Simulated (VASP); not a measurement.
# Se (P3_121) in VASP: notebook

Se is run at these levels: r2SCAN+D3(BJ), PBEsol+D4; tasks: single point, relaxation of cell and atoms.

All numbers are computed with VASP 6.6.1; they aren't measurements. Logs are shortened: lines on timing, memory, paths and dates and some standing lists are left out, and cuts for length are marked.

**1. The cell of the first run**

The structure is trigonal, space group P3_121 (No. 152). Conventional cell: a = 4.366 Å, b = 4.366 Å, c = 4.954 Å, α = 90.00°, β = 90.00°, γ = 120.00°. Se (site symmetry 2) has 2 Se at 2.37 Å within 3.1 Å.

**2. Single point, r2SCAN+D3(BJ)**

Contents of POSCAR:

```
Se
1.0
    4.3662000000      0.0000000000      0.0000000000
   -2.1831000000      3.7812401180      0.0000000000
    0.0000000000      0.0000000000      4.9536000000
Se
3
Direct
    0.7746000000      0.7746000000      0.0000000000
    0.0000000000      0.2254000000      0.6666666667
    0.2254000000      0.0000000000      0.3333333333
```

Contents of INCAR.step1:

```
PREC = Accurate
ENCUT = 520
ISMEAR = -1
SIGMA = 0.05
LREAL = F
LASPH = T
NELM = 60
NBANDS = 16
GGA = PE
ALGO = Normal
EDIFF = 1E-4
LWAVE = T
LCHARG = F
```

Contents of INCAR.step2:

```
PREC = Accurate
ENCUT = 520
EDIFF = 1E-6
ISMEAR = -1
SIGMA = 0.05
LREAL = F
LASPH = T
NELM = 60
ALGO = Normal
ISIF = 2
LWAVE = F
LCHARG = T
METAGGA = R2SCAN
LMIXTAU = T
IVDW = 12
VDW_S6 = 1.0
VDW_S8 = 0.78981345
VDW_A1 = 0.49484001
VDW_A2 = 5.73083694
LELF = T
LVHAR = T
NBANDS = 16
ISTART = 1
```

Contents of KPOINTS:

```
regular mesh
0
Gamma
  7 7 6
```

Potentials or basis: VASP PAW PBE potentials, release 64 (Se).

The run is started by

```sh
cat potpaw_PBE.64/Se/POTCAR > POTCAR
cp INCAR.step1 INCAR
mpirun -np 1 vasp_std > vasp.out
cp INCAR.step2 INCAR
mpirun -np 1 vasp_std > vasp.out
```

OUTCAR:

```text
PREC = Accurate
   ENCUT = 520
   EDIFF = 1E-6
   ISMEAR = -1
   LREAL = F
   LASPH = T
   NELM = 60
   ISIF = 2
   METAGGA = R2SCAN
   IVDW = 12
   ISTART = 1
 IVDW          = 12

 ion  position               nearest neighbor table
   1  0.775  0.775  0.000-   2 2.37   3 2.37
   2  0.000  0.225  0.667-   1 2.37   3 2.37
   3  0.225  0.000  0.333-   1 2.37   2 2.37

  LATTYP: Found a hexagonal cell.
 ALAT       =     4.3662000000
 C/A-ratio  =     1.1345334616

  Lattice vectors:

 A1 = (   4.3662000000,   0.0000000000,   0.0000000000)
 A2 = (  -2.1831000000,   3.7812401180,   0.0000000000)
 A3 = (   0.0000000000,   0.0000000000,   4.9536000000)

Analysis of symmetry for initial positions (statically):
=====================================================================
 Subroutine PRICEL returns:
 Original cell was already a primitive cell.

 Routine SETGRP: Setting up the symmetry group for a
 hexagonal supercell.

 Subroutine GETGRP returns: Found  6 space group operations
 (whereof  2 operations were pure point group operations)
 out of a pool of 24 trial point group operations.

The static configuration has the point symmetry C_2 .
 The point group associated with its full space group is D_3 .

Analysis of symmetry for dynamics (positions and initial velocities):
=====================================================================
 Subroutine PRICEL returns:
 Original cell was already a primitive cell.

 Routine SETGRP: Setting up the symmetry group for a
 hexagonal supercell.

 Subroutine GETGRP returns: Found  6 space group operations
 (whereof  2 operations were pure point group operations)
 out of a pool of 24 trial point group operations.

The dynamic configuration has the point symmetry C_2 .
 The point group associated with its full space group is D_3 .

 Subroutine INISYM returns: Found  6 space group operations
 (whereof  2 operations are pure point group operations),
 and found     1 'primitive' translations

----------------------------------------------------------------------------------------

                                     Primitive cell

  volume of cell :      81.7822

  direct lattice vectors                    reciprocal lattice vectors
     4.366200000  0.000000000  0.000000000     0.229032110  0.132231751  0.000000000
    -2.183100000  3.781240118  0.000000000     0.000000000  0.264463501  0.000000000
     0.000000000  0.000000000  4.953600000     0.000000000  0.000000000  0.201873385

  length of vectors
     4.366200000  4.366200000  4.953600000     0.264463501  0.264463501  0.201873385

  position of ions in fractional coordinates (direct lattice)
     0.774600000  0.774600000  0.000000000
     0.000000000  0.225400000  0.666666667
     0.225400000  0.000000000  0.333333333

  ion indices of the primitive-cell ions
   primitive index   ion index
                 1           1
                 2           2
                 3           3

----------------------------------------------------------------------------------------

 KPOINTS: regular mesh

Automatic generation of k-mesh.
 Grid dimensions read from file:
 generate k-points for:    7    7    6

 Generating k-lattice:

  Cartesian coordinates                     Fractional coordinates (reciprocal lattice)
     0.032718873  0.018890250  0.000000000     0.142857143  0.000000000  0.000000000
     0.000000000  0.037780500  0.000000000     0.000000000  0.142857143  0.000000000
     0.000000000  0.000000000  0.033645564     0.000000000  0.000000000  0.166666667

  Length of vectors
     0.037780500  0.037780500  0.033645564

  Shift w.r.t. Gamma in fractional coordinates (k-lattice)
     0.000000000  0.000000000  0.000000000

 Subroutine IBZKPT returns following result:
 ===========================================

 Found     40 irreducible k-points:

 Following reciprocal coordinates:
            Coordinates               Weight
  0.000000  0.000000  0.000000      1.000000
  0.142857  0.000000  0.000000      6.000000
  0.285714 -0.000000  0.000000      6.000000
  0.428571  0.000000  0.000000      6.000000
  0.142857  0.142857  0.000000      6.000000
  0.285714  0.142857  0.000000     12.000000
[... 16 lines left out ...]
  0.000000  0.142857  0.333333      6.000000
  0.285714 -0.000000  0.333333      6.000000
 [... further k-points ...]
   k-points           NKPTS =     40   k-points in BZ     NKDIM =     40   number of bands    NBANDS=     16
   number of dos      NEDOS =    301   number of ions     NIONS =      3
   total plane-waves  NPLWV =  40960
   dimension x,y,z NGX =    32 NGY =   32 NGZ =   40
   dimension x,y,z NGXF=    64 NGYF=   64 NGZF=   80
   ions per type =               3
   NGX,Y,Z   is equivalent  to a cutoff of  12.18, 12.18, 13.42 a.u.
   NGXF,Y,Z  is equivalent  to a cutoff of  24.37, 24.37, 26.85 a.u.
 SYSTEM =  unknown system
   PREC   = accura    normal or accurate (medium, high low for compatibility)
   ISTART =      1    job   : 0-new  1-cont  2-samecut
   ICHARG =      0    charge: 1-file 2-atom 10-const
   ISPIN  =      1    spin polarized calculation?
   LNONCOLLINEAR =      F non collinear calculations
   LSORBIT =      F    spin-orbit coupling
   LASPH  =      T    aspherical Exc in radial PAW
   ENCUT  =  520.0 eV  38.22 Ry    6.18 a.u.   8.12  8.12  9.21*2*pi/ulx,y,z
   NELM   =     60;   NELMIN=  2; NELMDL=  0     # of ELM steps
   EDIFF  = 0.1E-05   stopping-criterion for ELM
   LREAL  =      F    real-space projection
   EDIFFG = 0.1E-04   stopping-criterion for IOM
   NSW    =      0    number of steps for IOM
   IBRION =     -1    ionic relax: 0-MD 1-quasi-New 2-CG
   NFREE  =      0    steps in history (QN), initial steepest desc. (CG)
   ISIF   =      2    stress and relaxation
   ISYM   =      2    0-nonsym 1-usesym 2-fastsym
   POTIM  = 0.5000    time-step for ionic-motion
   TEBEG  =    0.0;   TEEND  =   0.0 temperature during run
   PSTRESS=    0.0 pullay stress
   NELECT =      18.0000    total number of electrons
   NUPDOWN=      -1.0000    fix difference up-down
   EMIN   =  10.00;   EMAX   =-10.00  energy-range for DOS
   EFERMI =   0.00;   METHOD = LEGACY
   ISMEAR =    -1;   SIGMA  =   0.05  broadening in eV -4-tet -1-fermi 0-gaus
   EFERMI_NEDOS =   21; number of points for ismear=-14 and -15
   IALGO  =     38    algorithm
   IMIX   =      4    mixing-type and parameters
     AMIX     =   0.40;   BMIX     =  1.00
     AMIX_MAG =   1.60;   BMIX_MAG =  1.00
  volume/ion in A,a.u.               =      27.26       183.96
  Fermi-wavevector in a.u.,A,eV,Ry     =   0.988430  1.867862 13.292817  0.976995
  Thomas-Fermi vector in A             =   2.119956
   LORBIT       =      0    0 simple, 1 ext, 2 COOP (PROOUT), +10 PAW based schemes
   METAGGA = R2SCAN    functional components
   LHFCALC =     F    Hartree Fock is set to
   AEXX    =    0.0000 exact exchange contribution
   IVDW    =    12    specifies the selected vdW correction
   LEPSILON=     F    determine dielectric tensor
   LRPA    =     F    only Hartree local field effects (RPA)
 non-spin polarized calculation
  energy-cutoff  :      520.00
  volume of cell :       81.78
 maximum number of plane-waves:      2214
   NGX = 17   NGY = 17   NGZ = 19

 number of electron      18.0000001 magnetization

 Free energy of the ion-electron system (eV)
  ---------------------------------------------------
  ext. energy  EPLUGINS =         0.00000000
  ---------------------------------------------------
  free energy    TOTEN  =       -42.91196154 eV

  energy without entropy =      -42.91196150  energy(sigma->0) =      -42.91196152

 E-fermi :   3.1206     XC(G=0):  -9.2776

 val. band max:        2.4050373274   @ k =   0.4286   0.1429   0.5000
 cond. band min:       3.8537551438   @ k =   0.2857   0.2857   0.5000
 fundamental gap:      1.4487178164
 Fermi energy:         3.1206182674

 k-point     1 :       0.0000    0.0000    0.0000
  band No.  band energies     occupation
      1     -14.0921      2.00000
      2      -9.7392      2.00000
      3      -9.7392      2.00000
      4      -1.5777      2.00000
      5      -1.5777      2.00000
      6      -1.4788      2.00000
[... 8 lines left out ...]
     15       9.3396      0.00000
     16      11.3242      0.00000

 k-point     2 :       0.1429    0.0000    0.0000
  band No.  band energies     occupation
      1     -14.0108      2.00000
      2      -9.8148      2.00000
      3      -9.7310      2.00000
      4      -2.1720      2.00000
      5      -1.8362      2.00000
      6      -1.2945      2.00000
[... 8 lines left out ...]
     15      10.1349      0.00000
     16      11.2935      0.00000

 k-point     3 :       0.2857   -0.0000    0.0000
  band No.  band energies     occupation
      1     -13.8098      2.00000
      2     -10.0204      2.00000
      3      -9.7118      2.00000
      4      -2.7182      2.00000
      5      -2.2123      2.00000
      6      -1.3231      2.00000
[... 8 lines left out ...]
     15      11.1895      0.00000
     16      12.0835      0.00000

 k-point     4 :       0.4286    0.0000    0.0000
  band No.  band energies     occupation
      1     -13.6240      2.00000
      2     -10.2264      2.00000
      3      -9.6957      2.00000
      4      -2.9208      2.00000
      5      -2.4514      2.00000
      6      -1.2267      2.00000
[... 8 lines left out ...]
     15      12.2832      0.00000
     16      12.9907      0.00000
[... 324 lines left out ...]
 k-point    22 :       0.1429    0.0000    0.3333
  band No.  band energies     occupation
      1     -13.4676      2.00000
      2     -11.9297      2.00000
      3      -7.8851      2.00000
      4      -2.6231      2.00000
      5      -1.6706      2.00000
      6      -1.0947      2.00000
[... 8 lines left out ...]
     15      10.5857      0.00000
     16      10.9431      0.00000

 k-point    23 :       0.0000    0.1429    0.3333
  band No.  band energies     occupation
      1     -13.4666      2.00000
      2     -11.9332      2.00000
      3      -7.8727      2.00000
      4      -2.6523      2.00000
      5      -1.7667      2.00000
      6      -1.1215      2.00000
[... 8 lines left out ...]
     15      10.4383      0.00000
     16      11.1154      0.00000

 k-point    24 :       0.2857   -0.0000    0.3333
  band No.  band energies     occupation
      1     -13.2876      2.00000
      2     -11.8158      2.00000
      3      -8.3115      2.00000
      4      -2.9755      2.00000
      5      -2.1866      2.00000
      6      -1.3144      2.00000
[... 8 lines left out ...]
     15      10.6015      0.00000
     16      11.2421      0.00000

 [... further k-points ...]

------------------------ aborting loop because EDIFF is reached ----------------------------------------

 Edisp (eV)   -0.45164

 E8    (eV) :    -0.1434

  FORCE on cell =-STRESS in cart. coord.  units (eV):
  Direction    XX          YY          ZZ          XY          YZ          ZX
  --------------------------------------------------------------------------------------
  -------------------------------------------------------------------------------------
  Total       0.07294     0.07294     0.50285     0.00000     0.00000    -0.00000
  in kB       1.42901     1.42901     9.85118     0.00000     0.00000    -0.00000
  external pressure =        4.24 kB  Pullay stress =        0.00 kB

 VOLUME and BASIS-vectors are now :
 -----------------------------------------------------------------------------
  energy-cutoff  :      520.00
  volume of cell :       81.78
      direct lattice vectors                 reciprocal lattice vectors
     4.366200000  0.000000000  0.000000000     0.229032110  0.132231751  0.000000000
    -2.183100000  3.781240118  0.000000000     0.000000000  0.264463501  0.000000000
     0.000000000  0.000000000  4.953600000     0.000000000  0.000000000  0.201873385

 POSITION                                       TOTAL-FORCE (eV/Angst)
 -----------------------------------------------------------------------------------
      1.69103      2.92895      0.00000        -0.026975     -0.046722     -0.000000
     -0.49207      0.85229      3.30240        -0.026975      0.046722      0.000000
      0.98414      0.00000      1.65120         0.053950      0.000000     -0.000000
 -----------------------------------------------------------------------------------
    total drift:                               -0.000000     -0.000000     -0.000000

  FREE ENERGIE OF THE ION-ELECTRON SYSTEM (eV)
  ---------------------------------------------------
  free  energy   TOTEN  =       -43.3636040894 eV

  energy  without entropy=      -43.3636040454  energy(sigma->0) =      -43.36360407
```

Run time: 96 s. Hardware: 1 thread of AMD EPYC 9R45 (Zen 5), shared host; peak memory 0.19 GiB.

Results:

```
Free energy                : -43.3636 eV
Pressure                   : 0.4 GPa
Largest force              : 0.054 eV/Å
Band gap on the k mesh     : 1.45 eV, indirect (least direct gap 1.70 eV)
Dispersion energy per atom : -0.151 eV
```

Forces in eV/Å, atoms in the order of the input:
```
Se  -0.027 -0.047  0.000
Se  -0.027  0.047  0.000
Se   0.054  0.000  0.000
```

Stress tensor (GPa, compression positive):
```
0.14 0.00 0.00
0.00 0.14 0.00
0.00 0.00 0.99
```

Levels at points of the mesh, in eV from the valence-band top:
| k point | band 5 | band 6 | band 7 | band 8 | band 9 | band 10 | band 11 | band 12 | band 13 | band 14 |
| --- | --- | --- | --- | --- | --- | --- | --- | --- | --- | --- |
| (0.00, 0.00, 0.00) | -3.98 | -3.88 | -2.15 | -2.15 | -0.47 | 2.13 | 2.13 | 2.40 | 6.79 | 6.93 |
| (0.00, 0.00, 0.50) | -3.53 | -3.53 | -1.60 | -1.60 | -1.22 | 1.46 | 1.46 | 1.46 | 6.80 | 7.76 |

Caveat: the PAW data sets were made with another functional, which shifts forces and pressure a little. A k mesh can miss the band edges.

**3. Single point, r2SCAN+D3(BJ)**

This run uses another cell than the first one, of 27.81 Å³/atom, 1.020 times its volume.

Contents of POSCAR:

```
Se
1.0
    4.3951160745      0.0000000000      0.0000000000
   -2.1975580372      3.8062821731      0.0000000000
    0.0000000000      0.0000000000      4.9864062541
Se
3
Direct
    0.7746000000      0.7746000000      0.0000000000
    0.0000000000      0.2254000000      0.6666666667
    0.2254000000      0.0000000000      0.3333333333
```

Contents of INCAR.step1:

```
ALGO = Normal
EDIFF = 1E-4
ENCUT = 520
GGA = PE
ISMEAR = -1
LASPH = T
LCHARG = F
LREAL = F
LWAVE = T
NBANDS = 16
NELM = 100
PREC = Accurate
SIGMA = 0.05
```

Contents of INCAR.step2:

```
ALGO = Normal
EDIFF = 1E-6
ENCUT = 520
ISIF = 2
ISMEAR = -1
ISTART = 1
IVDW = 12
LASPH = T
LCHARG = T
LELF = T
LMIXTAU = T
LREAL = F
LVHAR = T
LWAVE = F
METAGGA = R2SCAN
NBANDS = 16
NELM = 100
PREC = Accurate
SIGMA = 0.05
VDW_A1 = 0.49484001
VDW_A2 = 5.73083694
VDW_S6 = 1.0
VDW_S8 = 0.78981345
```

Contents of KPOINTS:

```
k-points
0
Gamma
  7 7 6
```

Potentials or basis: VASP PAW PBE potentials, release 64 (Se).

The run is started by

```sh
cat potpaw_PBE.64/Se/POTCAR > POTCAR
cp INCAR.step1 INCAR
mpirun -np 1 vasp_std > vasp.out
cp INCAR.step2 INCAR
mpirun -np 1 vasp_std > vasp.out
```

Run time: 2 min. Hardware: 1 thread of AMD EPYC 9R45 (Zen 5), shared host; peak memory 0.21 GiB.

Results (log left out):

```
Free energy                : -43.3622 eV
Pressure                   : -0.7 GPa
Largest force              : 0.141 eV/Å
Band gap on the k mesh     : 1.42 eV, indirect (least direct gap 1.67 eV)
Dispersion energy per atom : -0.148 eV
```

Forces in eV/Å, atoms in the order of the input:
```
Se   0.070  0.122  0.000
Se   0.070 -0.122  0.000
Se  -0.141  0.000  0.000
```

Stress tensor (GPa, compression positive):
```
-0.78  0.00  0.00
 0.00 -0.78  0.00
 0.00  0.00 -0.57
```

Levels at points of the mesh, in eV from the valence-band top:
```
           k point  band 6  band 7  band 8  band 9  band 10  band 11  band 12  band 13
(0.00, 0.00, 0.00)   -3.78   -2.06   -2.06   -0.43     2.10     2.10     2.39     6.75
(0.00, 0.00, 0.50)   -3.45   -1.53   -1.53   -1.16     1.46     1.47     1.47     6.88
```

Caveat: the PAW data sets were made with another functional, which shifts forces and pressure a little.

**4. Single point, r2SCAN+D3(BJ)**

This run uses another cell than the first one, of 28.35 Å³/atom, 1.040 times its volume.

Contents of POSCAR:

```
Se
1.0
    4.4236565890      0.0000000000      0.0000000000
   -2.2118282945      3.8309989837      0.0000000000
    0.0000000000      0.0000000000      5.0187864228
Se
3
Direct
    0.7746000000      0.7746000000      0.0000000000
    0.0000000000      0.2254000000      0.6666666667
    0.2254000000      0.0000000000      0.3333333333
```

Contents of INCAR.step1:

```
  ALGO = Normal
  EDIFF = 1E-4
  ENCUT = 520
  GGA = PE
  ISMEAR = -1
  LASPH = True
  LCHARG = False
  LREAL = False
  LWAVE = True
  NBANDS = 16
  NELM = 100
  PREC = Accurate
  SIGMA = 0.05
```

Contents of INCAR.step2:

```
  ALGO = Normal
  EDIFF = 1E-6
  ENCUT = 520
  ISIF = 2
  ISMEAR = -1
  ISTART = 1
  IVDW = 12
  LASPH = True
  LCHARG = False
  LMIXTAU = True
  LREAL = False
  LWAVE = False
  METAGGA = R2SCAN
  NBANDS = 16
  NELM = 100
  PREC = Accurate
  SIGMA = 0.05
  VDW_A1 = 0.49484001
  VDW_A2 = 5.73083694
  VDW_S6 = 1.0
  VDW_S8 = 0.78981345
```

KPOINTS is that of step 3.

The run is started by

```sh
cat potpaw_PBE.64/Se/POTCAR > POTCAR
cp INCAR.step1 INCAR
mpirun -np 1 vasp_std > vasp.out
cp INCAR.step2 INCAR
mpirun -np 1 vasp_std > vasp.out
```

It took 1.9 min on 1 thread of AMD EPYC 9R45 (Zen 5), shared host; peak memory 0.21 GiB.

Results (log left out):

```yaml
Free_energy: -43.3498 eV
Pressure: -1.7 GPa
Largest_force: 0.321 eV/Å
Band_gap_on_the_k_mesh: 1.40 eV, indirect (least direct gap 1.64 eV)
Dispersion_energy_per_atom: -0.145 eV
```

Forces in eV/Å, atoms in the order of the input:
```
Se   0.161  0.278  0.000
Se   0.161 -0.278  0.000
Se  -0.321  0.000  0.000
```

Stress tensor (GPa, compression positive):
```
-1.60  0.00  0.00
 0.00 -1.60  0.00
 0.00  0.00 -1.97
```

Levels at points of the mesh, in eV from the valence-band top:
```
           k point  band 7  band 8  band 9  band 10  band 11  band 12
(0.00, 0.00, 0.00)   -1.98   -1.98   -0.40     2.07     2.07     2.39
(0.00, 0.00, 0.50)   -1.46   -1.46   -1.11     1.47     1.48     1.48
```

Caveat: the PAW data sets were made with another functional, which shifts forces and pressure a little.

[end of part 1 of 2]
